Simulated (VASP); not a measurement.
Runs of VASP 6.6.1 on NaH. The structure is that of space group Fm-3m (No. 225), or close to it. The cells are those of the table. 

| cell | gap on the mesh (eV) | pressure (GPa) |
| --- | --- | --- |
| a = 3.468, b = 3.468, c = 3.485 Å, angles 59.8, 59.8, 60.3°, 2 atoms | 3.76 | -2.0 |
| a = 3.433, b = 3.433, c = 3.416 Å, angles 60.2, 60.2, 59.7°, 2 atoms | (a) | -1.3 |
| a = 3.380 Å, angles 60.0°, 2 atoms | 3.93 | (b) |
| a = 3.485, b = 3.485, c = 3.451 Å, angles 60.3, 60.3, 59.3°, 2 atoms | 3.76 | -2.0 |
| a = 3.416, b = 3.416, c = 3.382 Å, angles 60.3, 60.3, 59.3°, 2 atoms | 3.86 | -0.8 |

Alike in all rows: task electric field gradients; level PBEsol; potentials or basis VASP PAW PBE potentials, release 64 (Na_pv, H); no spin polarisation; k mesh 9 × 9 × 9; cutoff (eV) 400; smearing fermi-dirac 0.03 eV.

**Question.** Fill in the values left out.

**Answer.** (a) 3.84; (b) -0.3.

Caveats: the PAW data sets were made with another functional, which shifts forces and pressure a little; an odd mesh through Γ misses points on the zone boundary, where band edges can lie (at least some runs).
